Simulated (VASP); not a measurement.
Set up this calculation in VASP 6.6.1, as the native input.

| Property | Result |
| --- | --- |
| Task | relaxation of cell and atoms |
| Functional | PBEsol |
| Potentials or basis | VASP PAW PBE potentials, release 64 (In_d, P) |
| Cutoff | 600 eV |
| k mesh | 8 × 8 × 8 |
| Occupations | fermi-dirac, width 0.05 eV |
| Spin | no spin polarisation |
| Target pressure | 20 GPa |
| Dipole correction | no |
| Further INCAR settings | ALGO = Normal; EDIFF = 1e-06; IBRION = 2; EDIFFG = -0.02; NSW = 80; ISIF = 3 |

The structure of InP lies in POSCAR:

```
InP
1.0
    0.0000000000      2.9305000000      2.9305000000
    2.9305000000      0.0000000000      2.9305000000
    2.9305000000      2.9305000000      0.0000000000
In P
1 1
Direct
    0.0000000000      0.0000000000      0.0000000000
    0.7500000000      0.7500000000      0.7500000000
```

One way to write it, as run:

INCAR

```
SYSTEM = InP
ALGO = Normal
EDIFF = 1E-6
EDIFFG = -0.02
ENCUT = 600
GGA = PS
IBRION = 2
ISIF = 3
ISMEAR = -1
LASPH = .TRUE.
LCHARG = .FALSE.
LREAL = .FALSE.
LWAVE = .FALSE.
NELM = 60
NSW = 80
PREC = Accurate
PSTRESS = 200.0
SIGMA = 0.05
```

KPOINTS

```
k-points
0
G
  8 8 8
  0 0 0
```

Potentials or basis: VASP PAW PBE potentials, release 64 (In_d, P).

Launch:

```sh
$ cat potpaw_PBE.64/In_d/POTCAR potpaw_PBE.64/P/POTCAR > POTCAR
$ mpirun -np 1 vasp_std > vasp.out
```

Results of the run:

| Property | Result |
| --- | --- |
| Relaxed volume | 20.93 Å³/atom |
| Relaxed cell | a = 3.897 Å, b = 3.897 Å, c = 3.897 Å, α = 60.00°, β = 60.00°, γ = 60.00° |
| Space group after relaxing (to 0.05 Å) | F-43m (No. 216) |
| Energy change on relaxing (the enthalpy is what falls) | +233.1 meV/atom |
| Ionic steps | 5 |
| Pressure after relaxing | 20.0 GPa |
| Band gap on the k mesh | 1.26 eV, indirect (least direct gap 1.57 eV) |

Caveat: the cell is relaxed towards a set pressure, so the enthalpy falls and the energy may rise; the volume moved by over 15 % at a fixed basis, so the end points are rough; the PAW data sets were made with another functional, which shifts forces and pressure a little; spin-orbit coupling is left out, which moves the levels of the heavy elements.

Run time: 3.3 min on 1 thread of AMD EPYC 7R43 64-Core Processor (Zen 3), on a shared host, peak memory 0.19 GiB.
